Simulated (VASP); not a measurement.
# Al in VASP: a series of runs, part 3 of 3

VASP 6.6.1. Earlier steps stand in the parts before.

## (5) Single point, PBE+D3(BJ) (strain -0.040 along x and y, +0.040 along z)

The input, INCAR:

```
PREC = Accurate
ENCUT = 520
EDIFF = 1E-6
ISMEAR = 0
SIGMA = 0.15
LREAL = False
LASPH = True
NELM = 100
ALGO = Fast
ISIF = 2
LWAVE = False
LCHARG = False
GGA = PE
IVDW = 12
NBANDS = 8
```

The input, KPOINTS:

```
regular mesh
0
Gamma
  26 26 26
```

The input, POSCAR:

```
Al
1.0
    0.0000000000      1.9117083162      2.0710173426
    1.9117083162      0.0000000000      2.0710173426
    1.9117083162      1.9117083162      0.0000000000
Al
1
Direct
    0.0000000000      0.0000000000      0.0000000000
```

Potentials or basis: VASP PAW PBE potentials, release 64 (Al).

On the command line:

```
> cat potpaw_PBE.64/Al/POTCAR > POTCAR
> mpirun -np 1 vasp_std > vasp.out
```

OUTCAR:

```text
PREC = Accurate
   ENCUT = 520
   EDIFF = 1E-6
   ISMEAR = 0
   LREAL = False
   LASPH = True
   NELM = 100
   ISIF = 2
   GGA = PE
   IVDW = 12
 IVDW          = 12

 ion  position               nearest neighbor table
   1  0.000  0.000  0.000-

  LATTYP: Found a body centered tetragonal cell.
 ALAT       =     2.7035638281
 C/A-ratio  =     1.5320646926

  Lattice vectors:

 A1 = (  -1.9117083162,   0.0000000000,   2.0710173426)
 A2 = (   1.9117083162,   0.0000000000,   2.0710173426)
 A3 = (   0.0000000000,   1.9117083162,  -2.0710173426)

Analysis of symmetry for initial positions (statically):
=====================================================================
 Subroutine PRICEL returns:
 Original cell was already a primitive cell.

 Routine SETGRP: Setting up the symmetry group for a
 body centered tetragonal supercell.

 Subroutine GETGRP returns: Found 16 space group operations
 (whereof 16 operations were pure point group operations)
 out of a pool of 16 trial point group operations.

The static configuration has the point symmetry D_4h.

Analysis of symmetry for dynamics (positions and initial velocities):
=====================================================================
 Subroutine PRICEL returns:
 Original cell was already a primitive cell.

 Routine SETGRP: Setting up the symmetry group for a
 body centered tetragonal supercell.

 Subroutine GETGRP returns: Found 16 space group operations
 (whereof 16 operations were pure point group operations)
 out of a pool of 16 trial point group operations.

The dynamic configuration has the point symmetry D_4h.

 Subroutine INISYM returns: Found 16 space group operations
 (whereof 16 operations are pure point group operations),
 and found     1 'primitive' translations

----------------------------------------------------------------------------------------

[... 112 lines left out ...]
  Fermi-wavevector in a.u.,A,eV,Ry     =   0.954471  1.803689 12.395120  0.911016
  Thomas-Fermi vector in A             =   2.083221
   LORBIT       =      0    0 simple, 1 ext, 2 COOP (PROOUT), +10 PAW based schemes
   GGA     = PE    functional components
   LHFCALC =     F    Hartree Fock is set to
   AEXX    =    0.0000 exact exchange contribution
   IVDW    =    12    specifies the selected vdW correction
   LEPSILON=     F    determine dielectric tensor
   LRPA    =     F    only Hartree local field effects (RPA)
 non-spin polarized calculation
 RMM-DIIS sequential band-by-band and
 Gauss-broadening in eV      SIGMA  =   0.15
  energy-cutoff  :      520.00
  volume of cell :       15.14
 maximum number of plane-waves:       419
 NGX is ok and might be reduce to    24
   NGX = 11   NGY = 11   NGZ =  9

 number of electron       3.0000000 magnetization

 Free energy of the ion-electron system (eV)
  ---------------------------------------------------
  ext. energy  EPLUGINS =         0.00000000
  ---------------------------------------------------
  free energy    TOTEN  =        -3.70012720 eV

  energy without entropy =       -3.69589222  energy(sigma->0) =       -3.69800971

 E-fermi :   8.9289     XC(G=0): -10.5122

 val. band max:        8.9275332895   @ k =  -0.3077   0.4615   0.2308
 cond. band min:       8.9290188659   @ k =  -0.3077   0.1923   0.5000
 fundamental gap:      0.0014855764
 Fermi energy:         8.9288921194

 k-point     1 :       0.0000    0.0000    0.0000
  band No.  band energies     occupation
      1      -2.8139      2.00000
      2      21.4871      0.00000
      3      22.4389      0.00000
      4      22.4389      0.00000
      5      24.1703      0.00000
      6      24.1703      0.00000
      7      24.4064      0.00000
      8      26.1387      0.00000
[... 243 lines left out ...]
 k-point    24 :       0.3846    0.0385    0.0000
  band No.  band energies     occupation
      1       1.0966      2.00000
      2       8.2813      2.00000
      3      19.4884      0.00000
      4      20.4456      0.00000
      5      20.4956      0.00000
      6      24.2738      0.00000
      7      24.6162      0.00000
      8      27.8357      0.00000

 [... further k-points ...]

------------------------ aborting loop because EDIFF is reached ----------------------------------------

 Edisp (eV)   -0.36784

 E8    (eV) :    -0.1647

  FORCE on cell =-STRESS in cart. coord.  units (eV):
  Direction    XX          YY          ZZ          XY          YZ          ZX
  --------------------------------------------------------------------------------------
  -------------------------------------------------------------------------------------
  Total       0.64676     0.64676     0.01173     0.00000     0.00000    -0.00000
  in kB      68.45401    68.45401     1.24189     0.00000     0.00000    -0.00000
  external pressure =       46.05 kB  Pullay stress =        0.00 kB

 VOLUME and BASIS-vectors are now :
 -----------------------------------------------------------------------------
  energy-cutoff  :      520.00
  volume of cell :       15.14
      direct lattice vectors                 reciprocal lattice vectors
     0.000000000  1.911708316  2.071017343    -0.261546176  0.261546176  0.241427240
     1.911708316  0.000000000  2.071017343     0.261546176 -0.261546176  0.241427240
     1.911708316  1.911708316  0.000000000     0.261546176  0.261546176 -0.241427240

 POSITION                                       TOTAL-FORCE (eV/Angst)
 -----------------------------------------------------------------------------------
      0.00000      0.00000      0.00000         0.000000     -0.000000      0.000000
 -----------------------------------------------------------------------------------
    total drift:                               -0.000000     -0.000000      0.000000

  FREE ENERGIE OF THE ION-ELECTRON SYSTEM (eV)
  ---------------------------------------------------
  free  energy   TOTEN  =        -4.0679642581 eV

  energy  without entropy=       -4.0637292767  energy(sigma->0) =       -4.06584677
```

It took 77 s on 1 thread of AMD EPYC 9R45 (Zen 5), shared host; peak memory 0.22 GiB.

Results:

```yaml
Free_energy: -4.0680 eV
Pressure: 4.6 GPa
Dispersion_energy_per_atom: -0.368 eV
```

Levels at points of the mesh, in eV from the Fermi level:
```
           k point  band 1  band 2  band 3  band 4  band 5  band 6
(0.00, 0.00, 0.00)  -11.74   12.56   13.51   13.51   15.24   15.24
(0.50, 0.00, 0.00)   -4.93   -4.47   10.78   10.98   12.86   13.48
(0.50, 0.50, 0.00)   -3.89   -2.73    5.95    7.09    7.09   10.94
(0.50, 0.00, 0.50)   -2.70   -1.07    5.03    5.27    5.85    9.44
```

Caveat: the cell differs from its parent crystal (strain -0.040 along x and y, +0.040 along z); pairwise dispersion overbinds metals, which lowers pressure and volume.

## (6) Single point, PBE+D3(BJ) (strain +0.000 along x and y, +0.040 along z)

The input, INCAR:

```
ALGO     = Fast           # electronic algorithm
EDIFF    = 1E-6           # SCF threshold, eV
ENCUT    = 520            # plane-wave cutoff, eV
GGA      = PE             # functional
ISIF     = 2              # what is computed and relaxed
ISMEAR   = 0              # smearing method
IVDW     = 12             # dispersion correction
LASPH    = True           # aspherical terms in the spheres
LCHARG   = False          # write CHGCAR
LREAL    = False          # projectors in reciprocal space
LWAVE    = False          # write WAVECAR
NBANDS   = 8              # bands
NELM     = 100            # most SCF steps
PREC     = Accurate       # precision mode
SIGMA    = 0.15           # smearing width, eV
```

The input, KPOINTS:

```
k-points
0
Gamma
  26 26 26
```

The input, POSCAR:

```
Al
1.0
    0.0000000000      1.9913628294      2.0710173426
    1.9913628294      0.0000000000      2.0710173426
    1.9913628294      1.9913628294      0.0000000000
Al
1
Direct
    0.0000000000      0.0000000000      0.0000000000
```

Potentials or basis: VASP PAW PBE potentials, release 64 (Al).

On the command line:

```
> cat potpaw_PBE.64/Al/POTCAR > POTCAR
> mpirun -np 1 vasp_std > vasp.out
```

Run time: 86 s. Hardware: 1 thread of AMD EPYC 9R45 (Zen 5), shared host; peak memory 0.24 GiB.

It converged, with:

* Free energy: -4.0837 eV
* Pressure: -3.0 GPa
* Dispersion energy per atom: -0.338 eV

Stress tensor (GPa, compression positive):
```
-2.15  0.00  0.00
 0.00 -2.15  0.00
 0.00  0.00 -4.80
```

Levels at points of the mesh, in eV from the Fermi level:
```
           k point  band 1  band 2  band 3  band 4
(0.00, 0.00, 0.00)  -11.17   12.36   12.80   12.80
(0.50, 0.00, 0.00)   -4.62   -4.39   10.88   10.99
(0.50, 0.50, 0.00)   -3.31   -2.14    5.56    6.10
(0.50, 0.00, 0.50)   -2.75   -1.34    5.12    5.24
```

Caveat: the cell differs from its parent crystal (strain +0.000 along x and y, +0.040 along z); pairwise dispersion overbinds metals, which lowers pressure and volume.

## (7) Summary

```csv
cell,further INCAR settings,gap on the mesh (eV),pressure (GPa)
"a = 3.042 Å, angles 60.0°, 1 atom",ALGO = Fast; EDIFF = 1e-07; NBANDS = 8,none,-11.6
"a = 2.760, b = 2.760, c = 2.704 Å, angles 60.7, 60.7, 58.6°, 1 atom",ALGO = Fast; EDIFF = 1e-06; NBANDS = 8,none,8.6
"a = 2.760, b = 2.760, c = 2.816 Å, angles 59.3, 59.3, 61.3°, 1 atom",ALGO = Fast; EDIFF = 1e-06; NBANDS = 8,none,4.0
"a = 2.818, b = 2.818, c = 2.704 Å, angles 61.3, 61.3, 57.3°, 1 atom",ALGO = Fast; EDIFF = 1e-06; NBANDS = 8,none,4.6
"a = 2.873, b = 2.873, c = 2.816 Å, angles 60.7, 60.7, 58.7°, 1 atom",ALGO = Fast; EDIFF = 1e-06; NBANDS = 8,none,-3.0
```

Alike in all rows: task single point; level PBE+D3(BJ); potentials or basis VASP PAW PBE potentials, release 64 (Al); no spin polarisation; k mesh 26 × 26 × 26; cutoff (eV) 520; smearing gaussian 0.15 eV.

Caveats: pairwise dispersion overbinds metals, which lowers pressure and volume.

Absolute energies hang on the potentials; compare differences alone.
